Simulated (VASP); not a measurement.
# Au (P6_3/mmc) in VASP: single point with PBE

Aim: the single point of Au with PBE.

All numbers are computed with VASP 6.6.1; they aren't measurements. Logs are shortened: lines on timing, memory, paths and dates and some standing lists are left out, and cuts for length are marked.

## 1. The cell of the first run

Symmetry: P6_3/mmc, No. 194, hexagonal system. The conventional cell has a = 2.917 Å, b = 2.917 Å, c = 4.890 Å, α = 90.00°, β = 90.00°, γ = 120.00°. Au (site symmetry -6m2) has 12 Au at 2.92 to 2.97 Å within 3.8 Å.

This isn't the form of Au at room conditions, which is fcc.

## 2. Single point, PBE

Contents of INCAR:

```
  PREC = Accurate
  ENCUT = 500
  EDIFF = 1E-6
  ISMEAR = 0
  SIGMA = 0.15
  LREAL = F
  LASPH = T
  NELM = 120
  ALGO = Normal
  ISIF = 2
  LWAVE = F
  LCHARG = F
  GGA = PE
  NBANDS = 18
  GGA_COMPAT = F
```

Contents of KPOINTS:

```
Automatic mesh
0
Gamma
  18 18 10
```

Contents of POSCAR:

```
Au
1.0
    2.9169619367      0.0000000000      0.0000000000
   -1.4584809683      2.5261631390      0.0000000000
    0.0000000000      0.0000000000      4.8900308251
Au
2
Direct
    0.3333333333      0.6666666667      0.7500000000
    0.6666666667      0.3333333333      0.2500000000
```

Potentials or basis: VASP PAW PBE potentials, release 64 (Au).

The run is started by

```sh
> cat potpaw_PBE.64/Au/POTCAR > POTCAR
> mpirun -np 1 vasp_std > vasp.out
```

OUTCAR:

```text
PREC = Accurate
   ENCUT = 500
   EDIFF = 1E-6
   ISMEAR = 0
   LREAL = F
   LASPH = T
   NELM = 120
   ISIF = 2
   GGA = PE

 ion  position               nearest neighbor table
   1  0.333  0.667  0.750-   2 2.97   2 2.97   2 2.97   2 2.97   2 2.97   2 2.97
   2  0.667  0.333  0.250-   1 2.97   1 2.97   1 2.97   1 2.97   1 2.97   1 2.97

  LATTYP: Found a hexagonal cell.
 ALAT       =     2.9169619367
 C/A-ratio  =     1.6764122848

  Lattice vectors:

 A1 = (   2.9169619367,   0.0000000000,   0.0000000000)
 A2 = (  -1.4584809683,   2.5261631390,   0.0000000000)
 A3 = (   0.0000000000,   0.0000000000,   4.8900308251)

Analysis of symmetry for initial positions (statically):
=====================================================================
 Subroutine PRICEL returns:
 Original cell was already a primitive cell.

 Routine SETGRP: Setting up the symmetry group for a
 hexagonal supercell.

 Subroutine GETGRP returns: Found 24 space group operations
 (whereof 12 operations were pure point group operations)
 out of a pool of 24 trial point group operations.

The static configuration has the point symmetry D_3d.
 The point group associated with its full space group is D_6h.

Analysis of symmetry for dynamics (positions and initial velocities):
=====================================================================
 Subroutine PRICEL returns:
 Original cell was already a primitive cell.

 Routine SETGRP: Setting up the symmetry group for a
 hexagonal supercell.

 Subroutine GETGRP returns: Found 24 space group operations
 (whereof 12 operations were pure point group operations)
 out of a pool of 24 trial point group operations.

The dynamic configuration has the point symmetry D_3d.
 The point group associated with its full space group is D_6h.

 Subroutine INISYM returns: Found 24 space group operations
 (whereof 12 operations are pure point group operations),
 and found     1 'primitive' translations

----------------------------------------------------------------------------------------

                                     Primitive cell

  volume of cell :      36.0333

  direct lattice vectors                    reciprocal lattice vectors
     2.916961937  0.000000000  0.000000000     0.342822437  0.197928626  0.000000000
    -1.458480968  2.526163139  0.000000000     0.000000000  0.395857253  0.000000000
     0.000000000  0.000000000  4.890030825     0.000000000  0.000000000  0.204497688

  length of vectors
     2.916961937  2.916961937  4.890030825     0.395857253  0.395857253  0.204497688

  position of ions in fractional coordinates (direct lattice)
     0.333333333  0.666666667  0.750000000
     0.666666667  0.333333333  0.250000000

  ion indices of the primitive-cell ions
   primitive index   ion index
                 1           1
                 2           2

----------------------------------------------------------------------------------------

 KPOINTS: Automatic mesh

Automatic generation of k-mesh.
 Grid dimensions read from file:
 generate k-points for:   18   18   10

 Generating k-lattice:

  Cartesian coordinates                     Fractional coordinates (reciprocal lattice)
     0.019045691  0.010996035  0.000000000     0.055555556  0.000000000  0.000000000
     0.000000000  0.021992070  0.000000000     0.000000000  0.055555556  0.000000000
     0.000000000  0.000000000  0.020449769     0.000000000  0.000000000  0.100000000

  Length of vectors
     0.021992070  0.021992070  0.020449769

  Shift w.r.t. Gamma in fractional coordinates (k-lattice)
     0.000000000  0.000000000  0.000000000

 Subroutine IBZKPT returns following result:
 ===========================================

 Found    222 irreducible k-points:

 Following reciprocal coordinates:
            Coordinates               Weight
  0.000000  0.000000  0.000000      1.000000
  0.055556 -0.000000  0.000000      6.000000
  0.111111 -0.000000  0.000000      6.000000
  0.166667 -0.000000  0.000000      6.000000
  0.222222  0.000000  0.000000      6.000000
  0.277778 -0.000000  0.000000      6.000000
[... 16 lines left out ...]
  0.333333  0.111111  0.000000     12.000000
  0.388889  0.111111  0.000000     12.000000
 [... further k-points ...]
   k-points           NKPTS =    222   k-points in BZ     NKDIM =    222   number of bands    NBANDS=     18
   number of dos      NEDOS =    301   number of ions     NIONS =      2
   total plane-waves  NPLWV =  20736
   dimension x,y,z NGX =    24 NGY =   24 NGZ =   36
   dimension x,y,z NGXF=    48 NGYF=   48 NGZF=   72
   ions per type =               2
   NGX,Y,Z   is equivalent  to a cutoff of  13.68, 13.68, 12.24 a.u.
   NGXF,Y,Z  is equivalent  to a cutoff of  27.36, 27.36, 24.48 a.u.
 SYSTEM =  unknown system
   PREC   = accura    normal or accurate (medium, high low for compatibility)
   ISTART =      0    job   : 0-new  1-cont  2-samecut
   ICHARG =      2    charge: 1-file 2-atom 10-const
   ISPIN  =      1    spin polarized calculation?
   LNONCOLLINEAR =      F non collinear calculations
   LSORBIT =      F    spin-orbit coupling
   LASPH  =      T    aspherical Exc in radial PAW
   ENCUT  =  500.0 eV  36.75 Ry    6.06 a.u.   5.32  5.32  8.92*2*pi/ulx,y,z
   NELM   =    120;   NELMIN=  2; NELMDL= -5     # of ELM steps
   EDIFF  = 0.1E-05   stopping-criterion for ELM
   LREAL  =      F    real-space projection
   EDIFFG = 0.1E-04   stopping-criterion for IOM
   NSW    =      0    number of steps for IOM
   IBRION =     -1    ionic relax: 0-MD 1-quasi-New 2-CG
   NFREE  =      0    steps in history (QN), initial steepest desc. (CG)
   ISIF   =      2    stress and relaxation
   ISYM   =      2    0-nonsym 1-usesym 2-fastsym
   POTIM  = 0.5000    time-step for ionic-motion
   TEBEG  =    0.0;   TEEND  =   0.0 temperature during run
   PSTRESS=    0.0 pullay stress
   NELECT =      22.0000    total number of electrons
   NUPDOWN=      -1.0000    fix difference up-down
   EMIN   =  10.00;   EMAX   =-10.00  energy-range for DOS
   EFERMI =   0.00;   METHOD = LEGACY
   ISMEAR =     0;   SIGMA  =   0.15  broadening in eV -4-tet -1-fermi 0-gaus
   EFERMI_NEDOS =   21; number of points for ismear=-14 and -15
   IALGO  =     38    algorithm
   IMIX   =      4    mixing-type and parameters
     AMIX     =   0.40;   BMIX     =  1.00
     AMIX_MAG =   1.60;   BMIX_MAG =  1.00
  volume/ion in A,a.u.               =      18.02       121.58
  Fermi-wavevector in a.u.,A,eV,Ry     =   1.388826  2.624500 26.243426  1.928837
  Thomas-Fermi vector in A             =   2.512915
   LORBIT       =      0    0 simple, 1 ext, 2 COOP (PROOUT), +10 PAW based schemes
   GGA     = PE    functional components
   LHFCALC =     F    Hartree Fock is set to
   AEXX    =    0.0000 exact exchange contribution
   IVDW    =     0    specifies the selected vdW correction
   LEPSILON=     F    determine dielectric tensor
   LRPA    =     F    only Hartree local field effects (RPA)
 non-spin polarized calculation
 Gauss-broadening in eV      SIGMA  =   0.15
  energy-cutoff  :      500.00
  volume of cell :       36.03
 maximum number of plane-waves:       930
 NGX is ok and might be reduce to    24
   NGX = 11   NGY = 11   NGZ = 17

 number of electron      21.9999998 magnetization

 Free energy of the ion-electron system (eV)
  ---------------------------------------------------
  ext. energy  EPLUGINS =         0.00000000
  ---------------------------------------------------
  free energy    TOTEN  =        -6.42877270 eV

  energy without entropy =       -6.41922365  energy(sigma->0) =       -6.42399817

 E-fermi :   8.5403     XC(G=0): -12.3842

 val. band max:        8.5229916047   @ k =   0.1667   0.1667   0.3000
 cond. band min:       8.5460923892   @ k =   0.3889  -0.0000   0.4000
 fundamental gap:      0.0231007846
 Fermi energy:         8.5403293446

 k-point     1 :       0.0000    0.0000    0.0000
  band No.  band energies     occupation
      1      -0.7085      2.00000
      2       1.6725      2.00000
      3       4.0174      2.00000
      4       4.2673      2.00000
      5       4.2673      2.00000
      6       4.5506      2.00000
[... 10 lines left out ...]
     17      26.4949      0.00000
     18      26.4949      0.00000

 k-point     2 :       0.0556   -0.0000    0.0000
  band No.  band energies     occupation
      1      -0.6150      2.00000
      2       1.7493      2.00000
      3       3.9846      2.00000
      4       4.2941      2.00000
      5       4.3275      2.00000
      6       4.5185      2.00000
[... 10 lines left out ...]
     17      25.9545      0.00000
     18      26.1507      0.00000

 k-point     3 :       0.1111   -0.0000    0.0000
  band No.  band energies     occupation
      1      -0.3402      2.00000
      2       1.9651      2.00000
      3       3.8850      2.00000
      4       4.3521      2.00000
      5       4.4744      2.00000
      6       4.5047      2.00000
[... 10 lines left out ...]
     17      24.8535      0.00000
     18      26.3490      0.00000

 k-point     4 :       0.1667   -0.0000    0.0000
  band No.  band energies     occupation
      1       0.0961      2.00000
      2       2.2648      2.00000
      3       3.7669      2.00000
      4       4.2581      2.00000
      5       4.4415      2.00000
      6       4.6462      2.00000
[... 375 lines left out ...]
      4       3.8938      2.00000
      5       4.2504      2.00000
      6       4.3547      2.00000
[... 10 lines left out ...]
     17      22.2537      0.00000
     18      23.9617      0.00000

 k-point    23 :       0.3333    0.1111    0.0000
  band No.  band energies     occupation
      1       2.2920      2.00000
      2       2.5480      2.00000
      3       2.9100      2.00000
      4       4.2032      2.00000
      5       4.2528      2.00000
      6       4.5827      2.00000
[... 10 lines left out ...]
     17      21.2562      0.00000
     18      23.3955      0.00000

 k-point    24 :       0.3889    0.1111    0.0000
  band No.  band energies     occupation
      1       2.3990      2.00000
      2       2.4552      2.00000
      3       2.7677      2.00000
      4       4.1970      2.00000
      5       4.4744      2.00000
      6       4.5916      2.00000
[... 10 lines left out ...]
     17      20.3953      0.00000
     18      23.0636      0.00000

 [... further k-points ...]
[... 5 lines left out ...]
  --------------------------------------------------------------------------------------
  -------------------------------------------------------------------------------------
  Total       -0.0569664     -0.0569664     -0.0492234     -0.0000000      0.0000000      0.0000000
  in kB       -2.5329432     -2.5329432     -2.1886624     -0.0000000      0.0000000      0.0000000
  external PRESSURE =      -2.4181829 kB  Pullay stress =       0.0000000 kB

 VOLUME and BASIS-vectors are now :
 -----------------------------------------------------------------------------
  energy-cutoff  :      500.00
  volume of cell :       36.03
      direct lattice vectors                 reciprocal lattice vectors
     2.916961937  0.000000000  0.000000000     0.342822437  0.197928626  0.000000000
    -1.458480968  2.526163139  0.000000000     0.000000000  0.395857253  0.000000000
     0.000000000  0.000000000  4.890030825     0.000000000  0.000000000  0.204497688

 POSITION                                       TOTAL-FORCE (eV/Angst)
 -----------------------------------------------------------------------------------
     -0.00000      1.68411      3.66752        -0.000000      0.000000      0.000000
      1.45848      0.84205      1.22251         0.000000     -0.000000      0.000000
 -----------------------------------------------------------------------------------
    total drift:                               -0.000000      0.000000     -0.000000

  FREE ENERGIE OF THE ION-ELECTRON SYSTEM (eV)
  ---------------------------------------------------
  free  energy   TOTEN  =        -6.4287726955 eV

  energy  without entropy=       -6.4192236523  energy(sigma->0) =       -6.42399817
```

Run time: 31 s. Hardware: 1 thread of Intel Xeon 6975P-C (Granite Rapids), shared host; peak memory 0.23 GiB.

What came out:

| Property | Result |
| --- | --- |
| Free energy | -6.4288 eV |
| Pressure | -0.2 GPa |
| Band gap on the k mesh | zero (bands 11 and 12 overlap by 6.58 eV) |

Caveat: spin-orbit coupling is left out, which moves the levels of the heavy elements.
